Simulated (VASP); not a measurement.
# SrO in VASP: notebook

Runs on SrO. Level: HSE06. Tasks: single point.

Everything below comes from runs of VASP 6.6.1. Logs are shortened: lines on timing, memory, paths and dates and some standing lists are left out, and cuts for length are marked.

## 1. The cell of the first run

Symmetry: F-43m, No. 216, cubic system. Conventional cell: a = 5.585 Å, b = 5.585 Å, c = 5.585 Å, α = 90.00°, β = 90.00°, γ = 90.00°. Within 3.2 Å of Sr (site symmetry -43m) lie 4 O at 2.42 Å. O (site symmetry -43m) has 4 Sr at 2.42 Å within 3.2 Å.

## 2. Single point, HSE06

The input, POSCAR:

```
SrO
1.0
    0.0000000000      2.7922810265      2.7922810265
    2.7922810265      0.0000000000      2.7922810265
    2.7922810265      2.7922810265      0.0000000000
Sr O
1 1
Direct
    0.0000000000      0.0000000000      0.0000000000
    0.2500000000      0.2500000000      0.2500000000
```

The input, INCAR.step1:

```
SYSTEM = SrO
PREC = Accurate
ENCUT = 520
EDIFF = 1E-5
ISMEAR = 0
SIGMA = 0.01
LREAL = .False.
LASPH = .True.
NELM = 60
ALGO = Normal
ISIF = 2
LWAVE = .True.
NBANDS = 15
GGA = PE
```

The input, INCAR.step2:

```
SYSTEM = SrO
PREC = Accurate
ENCUT = 520
EDIFF = 1E-6
ISMEAR = 0
SIGMA = 0.01
LREAL = .False.
LASPH = .True.
NELM = 60
ALGO = Normal
ISIF = 2
LWAVE = .False.
LCHARG = .True.
GGA = PE
LHFCALC = .True.
HFSCREEN = 0.2079
PRECFOCK = Normal
LELF = .True.
LVHAR = .True.
NBANDS = 15
ISTART = 1
```

The input, KPOINTS:

```
Automatic mesh
0
Gamma
  6 6 6
  0 0 0
```

Potentials or basis: VASP PAW PBE potentials, release 64 (Sr_sv, O).

Launch:

```
$ cat potpaw_PBE.64/Sr_sv/POTCAR potpaw_PBE.64/O/POTCAR > POTCAR
$ cp INCAR.step1 INCAR
$ mpirun -np 1 vasp_std > vasp.out
$ cp INCAR.step2 INCAR
$ mpirun -np 1 vasp_std > vasp.out
```

OUTCAR:

```text
SYSTEM = SrO
   PREC = Accurate
   ENCUT = 520
   EDIFF = 1E-6
   ISMEAR = 0
   LREAL = .False.
   LASPH = .True.
   NELM = 60
   ISIF = 2
   GGA = PE
   LHFCALC = .True.
   HFSCREEN = 0.2079
   PRECFOCK = Normal
   ISTART = 1

 ion  position               nearest neighbor table
   1  0.000  0.000  0.000-   2 2.42   2 2.42   2 2.42   2 2.42
   2  0.250  0.250  0.250-   1 2.42   1 2.42   1 2.42   1 2.42

  LATTYP: Found a face centered cubic cell.
 ALAT       =     5.5845620530

  Lattice vectors:

 A1 = (   0.0000000000,   2.7922810265,   2.7922810265)
 A2 = (   2.7922810265,   0.0000000000,   2.7922810265)
 A3 = (   2.7922810265,   2.7922810265,   0.0000000000)

Analysis of symmetry for initial positions (statically):
=====================================================================
 Subroutine PRICEL returns:
 Original cell was already a primitive cell.

 Routine SETGRP: Setting up the symmetry group for a
 face centered cubic supercell.

 Subroutine GETGRP returns: Found 24 space group operations
 (whereof 24 operations were pure point group operations)
 out of a pool of 48 trial point group operations.

The static configuration has the point symmetry T_d .

Analysis of symmetry for dynamics (positions and initial velocities):
=====================================================================
 Subroutine PRICEL returns:
 Original cell was already a primitive cell.

 Routine SETGRP: Setting up the symmetry group for a
 face centered cubic supercell.

 Subroutine GETGRP returns: Found 24 space group operations
 (whereof 24 operations were pure point group operations)
 out of a pool of 48 trial point group operations.

The dynamic configuration has the point symmetry T_d .

 Subroutine INISYM returns: Found 24 space group operations
 (whereof 24 operations are pure point group operations),
 and found     1 'primitive' translations

----------------------------------------------------------------------------------------

                                     Primitive cell

  volume of cell :      43.5419

  direct lattice vectors                    reciprocal lattice vectors
     0.000000000  2.792281026  2.792281026    -0.179065071  0.179065071  0.179065071
     2.792281026  0.000000000  2.792281026     0.179065071 -0.179065071  0.179065071
     2.792281026  2.792281026  0.000000000     0.179065071  0.179065071 -0.179065071

  length of vectors
[... 90 lines left out ...]
   IALGO  =     38    algorithm
   IMIX   =      1    mixing-type and parameters
     AMIX     =   0.40;   BMIX     =  1.00
     AMIX_MAG =   1.60;   BMIX_MAG =  1.00
  volume/ion in A,a.u.               =      21.77       146.92
  Fermi-wavevector in a.u.,A,eV,Ry     =   1.172589  2.215871 18.707524  1.374964
  Thomas-Fermi vector in A             =   2.309015
   LORBIT       =      0    0 simple, 1 ext, 2 COOP (PROOUT), +10 PAW based schemes
   GGA     = PE    functional components
   LHFCALC =     T    Hartree Fock is set to
   PRECFOCK=normal    Normal, Fast or Accurate (Low or Medium for compatibility)
   ENCUT4O =  -1.0   cutoff for four orbital integrals eV
   NKREDX  =     1    reduce k-point grid by
   NKREDY  =     1    reduce k-point grid by
   NKREDZ  =     1    reduce k-point grid by
   AEXX    =    0.2500 exact exchange contribution
   HFSCREEN=    0.2079 screening length (either q_TF or 0.3 A-1)
   HFSCREENC=   0.2079 screening length for correlation (either q_TF or 0.3 A-1)
   ENCUTFOCK=  -1.0 apply spherical cutoff to Coloumb kernel
   IVDW    =     0    specifies the selected vdW correction
   LEPSILON=     F    determine dielectric tensor
   LRPA    =     F    only Hartree local field effects (RPA)
 non-spin polarized calculation
 Gauss-broadening in eV      SIGMA  =   0.01
  energy-cutoff  :      520.00
  volume of cell :       43.54
 maximum number of plane-waves:      1211
 NGX is ok and might be reduce to    30
  NGX = 24; NGY = 24; NGZ = 24

 number of electron      16.0000001 magnetization

 Free energy of the ion-electron system (eV)
  ---------------------------------------------------
  ext. energy  EPLUGINS =         0.00000000
  ---------------------------------------------------
  free energy    TOTEN  =       -13.83848533 eV

  energy without entropy =      -13.83848533  energy(sigma->0) =      -13.83848533

 E-fermi :  -0.5669     XC(G=0):  -7.1390

 val. band max:       -0.7340063549   @ k =  -0.3333   0.5000   0.1667
 cond. band min:       3.1223736942   @ k =   0.0000   0.0000   0.0000
 fundamental gap:      3.8563800491
 Fermi energy:        -0.5669124330

 k-point     1 :       0.0000    0.0000    0.0000
  band No.  band energies     occupation
      1     -34.8934      2.00000
      2     -16.9610      2.00000
      3     -15.5022      2.00000
      4     -15.5022      2.00000
      5     -15.5022      2.00000
      6      -1.6170      2.00000
      7      -1.6170      2.00000
      8      -1.6170      2.00000
      9       3.1224      0.00000
     10       9.0499      0.00000
     11       9.0499      0.00000
     12      10.4195      0.00000
     13      10.4195      0.00000
     14      10.4195      0.00000
[... 257 lines left out ...]
      2     -18.2482      2.00000
      3     -15.8557      2.00000
      4     -15.7606      2.00000
      5     -14.2153      2.00000
      6      -1.8203      2.00000
      7      -1.0865      2.00000
      8      -0.7340      2.00000
      9       5.2645      0.00000
     10       6.4911      0.00000
     11       9.7617      0.00000
     12      10.7150      0.00000
     13      11.9112      0.00000
     14      12.7052      0.00000
     15      13.5349      0.00000

------------------------ aborting loop because EDIFF is reached ----------------------------------------

  FORCE on cell =-STRESS in cart. coord.  units (eV):
  Direction    XX          YY          ZZ          XY          YZ          ZX
  --------------------------------------------------------------------------------------
  -------------------------------------------------------------------------------------
  Total        0.0318489      0.0318489      0.0318489     -0.0000000     -0.0000000     -0.0000000
  in kB        1.1719205      1.1719205      1.1719205     -0.0000000     -0.0000000     -0.0000000
  external PRESSURE =       1.1719205 kB  Pullay stress =       0.0000000 kB

 VOLUME and BASIS-vectors are now :
 -----------------------------------------------------------------------------
  energy-cutoff  :      520.00
  volume of cell :       43.54
      direct lattice vectors                 reciprocal lattice vectors
     0.000000000  2.792281026  2.792281026    -0.179065071  0.179065071  0.179065071
     2.792281026  0.000000000  2.792281026     0.179065071 -0.179065071  0.179065071
     2.792281026  2.792281026  0.000000000     0.179065071  0.179065071 -0.179065071

 POSITION                                       TOTAL-FORCE (eV/Angst)
 -----------------------------------------------------------------------------------
      0.00000      0.00000      0.00000         0.000000     -0.000000      0.000000
      1.39614      1.39614      1.39614        -0.000000      0.000000     -0.000000
 -----------------------------------------------------------------------------------
    total drift:                                0.000006      0.000002     -0.000005

  FREE ENERGIE OF THE ION-ELECTRON SYSTEM (eV)
  ---------------------------------------------------
  free  energy   TOTEN  =       -13.8384853279 eV

  energy  without entropy=      -13.8384853279  energy(sigma->0) =      -13.83848533
```

Run time: 34 min. Hardware: 1 thread of Intel Xeon Platinum 8259CL at 2.50GHz (Skylake/Cascade Lake), shared host; peak memory 0.29 GiB.

Results:

```yaml
Free_energy: -13.8385 eV
Pressure: 0.1 GPa
Band_gap_on_the_k_mesh: 3.86 eV (least direct gap 4.74 eV)
```

Levels at points of the mesh, in eV from the valence-band top:
| k point | band 6 | band 7 | band 8 | band 9 | band 10 | band 11 |
| --- | --- | --- | --- | --- | --- | --- |
| (0.00, 0.00, 0.00) | -0.88 | -0.88 | -0.88 | 3.86 | 9.78 | 9.78 |
| (0.50, 0.00, 0.00) | -0.74 | -0.55 | -0.55 | 6.77 | 8.61 | 9.29 |
| (0.50, 0.50, 0.00) | -1.47 | -0.01 | -0.01 | 5.99 | 7.27 | 11.49 |

Caveat: the structure was generated, so it needn't be the stable form of SrO; the PAW data sets were made with another functional, which shifts forces and pressure a little. A k mesh can miss the band edges.

## 3. Single point, HSE06 (epitaxial 111 strain +2.5%)

The input, POSCAR:

```
SrO
1.0
   -0.0925803946      2.7695076575      2.7695076575
    2.7695076575     -0.0925803946      2.7695076575
    2.7695076575      2.7695076575     -0.0925803946
Sr O
1 1
Direct
   -0.0029480459     -0.0029480459     -0.0029480459
    0.2529480459      0.2529480459      0.2529480459
```

The input, INCAR.step1:

```
SYSTEM = SrO
PREC     = Accurate       ! precision mode
ENCUT    = 520            ! plane-wave cutoff, eV
EDIFF    = 1E-5           ! SCF threshold, eV
ISMEAR   = 0              ! smearing method
SIGMA    = 0.01           ! smearing width, eV
LREAL    = .FALSE.        ! projectors in reciprocal space
LASPH    = .TRUE.         ! aspherical terms in the spheres
NELM     = 60             ! most SCF steps
ALGO     = Normal         ! electronic algorithm
ISIF     = 2              ! what is computed and relaxed
LWAVE    = .TRUE.         ! write WAVECAR
LCHARG   = .FALSE.        ! write CHGCAR
GGA      = PE             ! functional
NBANDS   = 15             ! bands
```

The input, INCAR.step2:

```
SYSTEM = SrO
PREC     = Accurate       ! precision mode
ENCUT    = 520            ! plane-wave cutoff, eV
EDIFF    = 1E-7           ! SCF threshold, eV
ISMEAR   = 0              ! smearing method
SIGMA    = 0.01           ! smearing width, eV
LREAL    = .FALSE.        ! projectors in reciprocal space
LASPH    = .TRUE.         ! aspherical terms in the spheres
NELM     = 60             ! most SCF steps
ALGO     = Normal         ! electronic algorithm
ISIF     = 2              ! what is computed and relaxed
LWAVE    = .FALSE.        ! write WAVECAR
LCHARG   = .FALSE.        ! write CHGCAR
GGA      = PE             ! functional
LHFCALC  = .TRUE.         ! exact exchange
HFSCREEN = 0.2079         ! screening, 1/A
PRECFOCK = Normal       
ISTART   = 1            
NBANDS   = 15             ! bands
```

The input, KPOINTS:

```
regular mesh
0
G
  6 6 6
  0 0 0
```

Potentials or basis: VASP PAW PBE potentials, release 64 (Sr_sv, O).

Launch:

```
$ cat potpaw_PBE.64/Sr_sv/POTCAR potpaw_PBE.64/O/POTCAR > POTCAR
$ cp INCAR.step1 INCAR
$ mpirun -np 1 vasp_std > vasp.out
$ cp INCAR.step2 INCAR
$ mpirun -np 1 vasp_std > vasp.out
```

Wall time 2.3 h (1 thread of Oxide Virtual Turin-like, shared host); peak memory 0.27 GiB.

It converged, with:

```
Free energy            : -13.8220 eV
Pressure               : -1.5 GPa
Largest force          : 0.011 eV/Å
Band gap on the k mesh : 3.78 eV (least direct gap 4.50 eV)
```

Forces on the atoms (eV/Å):
```
Sr   0.006  0.006  0.006
O   -0.006 -0.006 -0.006
```

Stress tensor (GPa, compression positive):
```
-1.51  0.87  0.87
 0.87 -1.51  0.87
 0.87  0.87 -1.51
```

Levels at points of the mesh, in eV from the valence-band top:
```
           k point  band 6  band 7  band 8  band 9  band 10  band 11
(0.00, 0.00, 0.00)   -0.87   -0.87   -0.73    3.78     9.63     9.63
(0.50, 0.00, 0.00)   -0.78   -0.50   -0.48    6.67     8.41     8.80
(0.50, 0.50, 0.00)   -1.41   -0.02   -0.01    5.94     7.21    11.24
(0.50, 0.50, 0.50)   -0.62   -0.56   -0.56    6.73     8.54     9.16
```

Caveat: the cell differs from its parent crystal (epitaxial 111 strain +2.5%); the structure was generated, so it needn't be the stable form of SrO; the PAW data sets were made with another functional, which shifts forces and pressure a little. A k mesh can miss the band edges.
